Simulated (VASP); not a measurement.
# SiO2 in VASP: a series of runs, part 2 of 2

VASP 6.6.1. The steps go on from the part before.

### 3 Single point, PBE

INCAR

```
SYSTEM = SiO2
PREC = Accurate
ENCUT = 520
EDIFF = 1E-6
ISMEAR = -1
SIGMA = 0.1379
LREAL = Auto
LASPH = .True.
NELM = 100
ALGO = Normal
ISIF = 2
LWAVE = .False.
LCHARG = .False.
GGA = PE
NBANDS = 72
ISYM = 0
```

KPOINTS

```
Automatic mesh
0
Gamma
  1 1 1
  0.25 0.25 0.25
```

POSCAR

```
SiO2
1.0
    6.6428910000     -0.3072380000     -0.0953950000
   -0.3072380000      7.1979710000     -0.1658230000
   -0.0953950000     -0.1658230000      6.9363230000
Si O
7 14
Direct
    0.6752953867      0.2407830522      0.3421661839
    0.3185544867      0.3780091465      1.0423393080
    0.7269964703      0.6487977362      0.4327165006
    0.1055794511      0.0531583974      0.7107553435
    0.6322937233      0.9651390105      0.7179821219
    0.0742904272      0.1083840523      0.2633315236
    0.2768020791      0.8081078665      0.9672896440
    0.1460122277      0.8294733023      0.7646060583
    0.2300817220      0.2477057364      0.8448156111
    0.7645158034      0.7132677286      0.2208627222
    0.2981027880      0.5967687064      1.0178343039
    0.1734839993      0.9389715085      0.1224547327
    0.5706974887      0.1355153084      0.5394806790
    0.8657551113      1.0696838295      0.7484806994
    0.1412869952      0.0787480428      0.4872447995
    0.5172047613      0.3166240130      0.1610663592
    0.1872353674      0.3213537410      0.2443634991
    0.6266038011      0.7471167044      0.6206730861
    0.8372707694      0.1288468084      0.2477050462
    0.5022036670      0.9420517814      0.9131203335
    0.7913265147      0.4442718055      0.4458368038
```

Potentials or basis: VASP PAW PBE potentials, release 64 (Si, O).

Run with:

```sh
> cat potpaw_PBE.64/Si/POTCAR potpaw_PBE.64/O/POTCAR > POTCAR
> mpirun -np 1 vasp_std > vasp.out
```

OUTCAR:

```text
SYSTEM = SiO2
   PREC = Accurate
   ENCUT = 520
   EDIFF = 1E-6
   ISMEAR = -1
   LREAL = Auto
   LASPH = .True.
   NELM = 100
   ISIF = 2
   GGA = PE
   ISYM = 0

 ion  position               nearest neighbor table
   1  0.675  0.241  0.342-  19 1.54  21 1.71  13 1.73  16 1.75   6 2.95   3 2.97
   2  0.319  0.378  0.042-  11 1.61  16 1.64   9 1.69  17 1.72   6 2.94
   3  0.727  0.649  0.433-  21 1.58  10 1.58  18 1.64   1 2.97   5 3.07
   4  0.106  0.053  0.711-  15 1.59  14 1.64   8 1.71   9 1.77   7 2.85
   5  0.632  0.965  0.718-  20 1.63  14 1.67  18 1.68  13 1.85   3 3.07   7 3.13
   6  0.074  0.108  0.263-  19 1.60  15 1.63  17 1.66  12 1.72   2 2.94   1 2.95
[... 260 lines left out ...]
  Total        0.2451535    -17.6006216    -21.1481484     -5.3359774      0.9471579     -2.4565977
  in kB        1.1875418    -85.2587111   -102.4431924    -25.8478684      4.5881026    -11.8999406
  external PRESSURE =     -62.1714539 kB  Pullay stress =       0.0000000 kB

 VOLUME and BASIS-vectors are now :
 -----------------------------------------------------------------------------
  energy-cutoff  :      520.00
  volume of cell :      330.75
      direct lattice vectors                 reciprocal lattice vectors
     6.642891000 -0.307238000 -0.095395000     0.150869108  0.006491068  0.002230076
    -0.307238000  7.197971000 -0.165823000     0.006491068  0.139283871  0.003419057
    -0.095395000 -0.165823000  6.936323000     0.002230076  0.003419057  0.144281011

 POSITION                                       TOTAL-FORCE (eV/Angst)
 -----------------------------------------------------------------------------------
      4.37930      1.46893      2.26903        -3.640186      2.630434      1.916049
      1.99595      2.61601      0.20061        -1.213154     -2.688407      2.098572
      4.58874      4.37491      2.82452         0.201925      1.286915     -2.802163
      0.61722      0.23234      4.91114        -0.161229      0.913756      1.544067
      3.83524      6.63372      4.75980         0.920810      2.237318     -1.901194
      0.43508      0.71365      1.80149         2.697540      0.067002      0.126315
[... 13 lines left out ...]
      2.95954      6.47515      6.12958        -0.659245     -0.812436     -0.373923
      5.07767      2.88080      2.94331        -0.707618     -2.441891      0.879796
 -----------------------------------------------------------------------------------
    total drift:                                0.001522      0.008524     -0.004408

  FREE ENERGIE OF THE ION-ELECTRON SYSTEM (eV)
  ---------------------------------------------------
  free  energy   TOTEN  =      -157.8714398630 eV

  energy  without entropy=     -157.8714214982  energy(sigma->0) =     -157.87143068
```

OSZICAR:

```text
N       E                     dE             d eps       ncg     rms          rms(c)
DAV:   1     0.764923618485E+03    0.76492E+03   -0.56139E+04   144   0.140E+03
DAV:   2    -0.109264455533E+03   -0.87419E+03   -0.84156E+03   176   0.323E+02
DAV:   3    -0.179821579035E+03   -0.70557E+02   -0.70124E+02   168   0.994E+01
DAV:   4    -0.181086976542E+03   -0.12654E+01   -0.12600E+01   176   0.143E+01
DAV:   5    -0.181120199475E+03   -0.33223E-01   -0.33182E-01   168   0.218E+00    0.359E+01
DAV:   6    -0.158103086536E+03    0.23017E+02   -0.99163E+01   168   0.353E+01    0.169E+01
DAV:   7    -0.157954154101E+03    0.14893E+00   -0.31689E+00   160   0.702E+00    0.649E+00
DAV:   8    -0.157861021599E+03    0.93133E-01   -0.22591E-01   176   0.253E+00    0.278E+00
DAV:   9    -0.157866028945E+03   -0.50073E-02   -0.96202E-02   176   0.159E+00    0.501E-01
DAV:  10    -0.157870001011E+03   -0.39721E-02   -0.10661E-02   176   0.483E-01    0.298E-01
DAV:  11    -0.157871291150E+03   -0.12901E-02   -0.22700E-03   160   0.242E-01    0.124E-01
DAV:  12    -0.157871475079E+03   -0.18393E-03   -0.38809E-04   176   0.108E-01    0.357E-02
DAV:  13    -0.157871456071E+03    0.19008E-04   -0.16388E-04   168   0.678E-02    0.267E-02
DAV:  14    -0.157871447229E+03    0.88423E-05   -0.25371E-05   184   0.276E-02    0.154E-02
DAV:  15    -0.157871440550E+03    0.66793E-05   -0.14595E-05   160   0.181E-02    0.672E-03
DAV:  16    -0.157871439863E+03    0.68674E-06   -0.12874E-06   120   0.773E-03
   1 F= -.15787144E+03 E0= -.15787143E+03  d E =-.183647E-04
```

It took 46 s on 1 thread of Intel Xeon Platinum 8559C (Emerald Rapids), shared host; peak memory 0.33 GiB.

Results:

- Free energy: -157.8714 eV
- Pressure: -6.2 GPa
- Largest force: 4.883 eV/Å
- Band gap on the k mesh: 3.58 eV

Forces in eV/Å, atoms in the order of the input:
```
Si  -3.640  2.630  1.916
Si  -1.213 -2.688  2.099
Si   0.202  1.287 -2.802
Si  -0.161  0.914  1.544
Si   0.921  2.237 -1.901
Si   2.698  0.067  0.126
Si   1.146  2.069 -1.254
O    0.147  1.338 -0.316
O   -0.090 -0.879 -0.017
O   -0.609  0.731  1.897
O    0.452  0.235 -0.350
O   -1.087  1.403  1.922
O    0.352 -1.396 -0.335
O   -0.659 -0.945  0.857
O   -0.033 -0.766 -0.172
O    3.074 -0.766  0.524
O   -1.588 -0.575 -2.208
O    0.556  0.193 -0.532
O    0.899 -1.836 -1.504
O   -0.659 -0.812 -0.374
O   -0.708 -2.442  0.880
```

Stress tensor (GPa, compression positive):
```
  0.12  -2.58  -1.19
 -2.58  -8.53   0.46
 -1.19   0.46 -10.24
```

Caveat: the k points lie up to 0.95 Å⁻¹ apart.

### 4 Single point, PBE

INCAR

```
SYSTEM = SiO2
  ALGO = Normal
  EDIFF = 1E-6
  ENCUT = 520
  GGA = PE
  ISIF = 2
  ISMEAR = -1
  ISYM = 0
  LASPH = .TRUE.
  LCHARG = .FALSE.
  LREAL = Auto
  LWAVE = .FALSE.
  NBANDS = 72
  NELM = 80
  PREC = Accurate
  SIGMA = 0.1379
```

KPOINTS is that of step 3.

POSCAR

```
SiO2
1.0
    6.6428910000     -0.3072380000     -0.0953950000
   -0.3072380000      7.1979710000     -0.1658230000
   -0.0953950000     -0.1658230000      6.9363230000
Si O
7 14
Direct
    0.6599346323      0.2412031639      0.3149646429
    0.3224684768      0.3976166839      1.0247600741
    0.7790941887      0.6496660519      0.3696595824
    0.1445377686      0.0955285188      0.6936071181
    0.6849003299      0.9836387452      0.6799102341
    0.0641856647      0.1353128497      0.2352128028
    0.3264641331      0.8681723908      0.9366644253
    0.1838585800      0.8947240560      0.7473900821
    0.2858042911      0.2741729817      0.8179820182
    0.8694146092      0.7313353394      0.1933589348
    0.3530469511      0.6468808233      1.0088164338
    0.2070267253      0.9705327133      0.1128302359
    0.6134519121      0.0765464344      0.4789581461
    0.8943063682      1.0891729172      0.7919116911
    0.1345371171      0.1204168827      0.4645816028
    0.4651111279      0.3053136973      0.1821118061
    0.1361243793      0.3285290820      0.1494920671
    0.6903084178      0.7665026066      0.5532559157
    0.8188997535      0.1263606511      0.2064260047
    0.5400333589      0.9763340960      0.8910509403
    0.7377170190      0.4494477305      0.4042384252
```

Run with:

```sh
> cat potpaw_PBE.64/Si/POTCAR potpaw_PBE.64/O/POTCAR > POTCAR
> mpirun -np 1 vasp_std > vasp.out
```

Wall time 51 s (1 thread of Intel Xeon Platinum 8559C (Emerald Rapids), shared host); peak memory 0.34 GiB.

The run converged. Its results:

* Free energy: -156.9501 eV
* Pressure: -2.4 GPa
* Largest force: 6.749 eV/Å
* Band gap on the k mesh: 4.29 eV

Forces in eV/Å, atoms in the order of the input:
```
Si  -2.191 -0.535  0.293
Si   0.078  2.257 -0.552
Si  -0.428  6.377  1.185
Si  -3.298  3.618  1.153
Si   0.481 -1.030  0.789
Si   1.681 -3.358 -1.100
Si  -1.214 -1.964  3.078
O    1.176 -2.900 -0.549
O   -0.381 -0.395 -1.186
O    0.809  0.719 -1.447
O   -0.227 -2.178 -0.698
O   -0.872  1.368  0.912
O   -1.133  2.445  0.749
O    0.833 -0.111 -2.537
O   -0.216  0.391 -0.473
O    3.745 -0.641  0.341
O   -2.733  1.919  0.223
O    0.535  0.777  1.604
O    1.510 -0.112 -0.852
O    2.127 -0.187 -2.872
O   -0.283 -6.459  1.938
```

Stress tensor (GPa, compression positive):
```
 1.83  1.80 -0.17
 1.80 -3.04 -3.56
-0.17 -3.56 -5.95
```

Levels at points of the mesh, in eV from the valence-band top:
| k point | band 53 | band 54 | band 55 | band 56 | band 57 | band 58 | band 59 | band 60 |
| --- | --- | --- | --- | --- | --- | --- | --- | --- |
| (0.25, 0.25, 0.25) | -0.85 | -0.79 | -0.40 | 0.00 | 4.29 | 4.84 | 5.67 | 6.06 |

Caveat: the k points lie up to 0.95 Å⁻¹ apart.

### 5 Single point, PBE

INCAR

```
SYSTEM = SiO2
PREC = Accurate
ENCUT = 520
EDIFF = 1E-7
ISMEAR = -1
SIGMA = 0.1379
LREAL = Auto
LASPH = .TRUE.
NELM = 60
ALGO = Normal
ISIF = 2
LWAVE = .FALSE.
LCHARG = .FALSE.
GGA = PE
NBANDS = 72
ISYM = 0
```

KPOINTS is that of step 4.

POSCAR

```
SiO2
1.0
    6.6428910000     -0.3072380000     -0.0953950000
   -0.3072380000      7.1979710000     -0.1658230000
   -0.0953950000     -0.1658230000      6.9363230000
Si O
7 14
Direct
    0.6526913819      0.2906324902      0.2975560749
    0.3057434554      0.4319840718      1.0215580058
    0.7467829012      0.7224361968      0.4265796002
    0.0932284333      0.1368310195      0.6954728401
    0.6057763782      1.0354602012      0.6823599701
    0.0787800893      0.1583920847      0.2389378749
    0.2648876618      0.8932414513      0.9418748140
    0.1102088597      0.9128131239      0.7533577639
    0.2122542666      0.3191684191      0.8120372221
    0.8151735024      0.8164706403      0.2395609442
    0.3236658939      0.6861397444      1.0166051752
    0.1830309295      0.9995665202      0.1374463609
    0.5451191828      0.1761555309      0.4916572200
    0.8375072169      1.1329660715      0.7314840779
    0.1103741713      0.1618724665      0.4743562723
    0.5460827451      0.3744389901      0.1172311555
    0.1836612573      0.3621548407      0.2185542640
    0.6131896191      0.8248220819      0.5896966874
    0.8370417723      0.1681717670      0.2599245085
    0.4825926553      1.0095536965      0.9209303184
    0.6853110983      0.5008776670      0.4445964079
```

Run with:

```sh
> cat potpaw_PBE.64/Si/POTCAR potpaw_PBE.64/O/POTCAR > POTCAR
> mpirun -np 1 vasp_std > vasp.out
```

Run time: 45 s. Hardware: 1 thread of Intel Xeon Platinum 8559C (Emerald Rapids), shared host; peak memory 0.33 GiB.

Results (log left out):

```yaml
Free_energy: -156.4063 eV
Pressure: -5.1 GPa
Largest_force: 4.976 eV/Å
Band_gap_on_the_k_mesh: 3.23 eV
```

Forces in eV/Å, atoms in the order of the input:
```
Si  -0.414  0.874  4.717
Si   1.574  1.756  1.512
Si  -1.665 -0.722 -1.329
Si  -4.113 -0.484 -0.220
Si   1.554  2.324 -0.155
Si  -2.483  0.257  4.263
Si   0.355 -1.801  1.617
O    1.558  0.549  0.737
O    1.055  0.771  2.207
O    0.474 -0.740  0.944
O   -0.909 -3.343 -0.822
O    0.664 -1.704 -1.918
O   -0.408 -1.253  0.517
O    0.526  0.055  0.857
O    1.600 -0.881  0.240
O   -2.725  0.628 -2.820
O    0.821  2.757 -3.311
O    0.208 -0.589  0.234
O   -0.656  0.909 -2.216
O    1.856  1.034 -4.499
O    1.128 -0.397 -0.555
```

Stress tensor (GPa, compression positive):
```
-1.20  0.07 -0.37
 0.07 -5.77  1.79
-0.37  1.79 -8.20
```

Levels at points of the mesh, in eV from the valence-band top:
```
           k point  band 52  band 53  band 54  band 55  band 56  band 57  band 58  band 59  band 60  band 61
(0.25, 0.25, 0.25)    -1.36    -0.92    -0.60    -0.57     0.00     3.23     3.78     4.51     5.56     5.92
```

Caveat: the k points lie up to 0.95 Å⁻¹ apart.
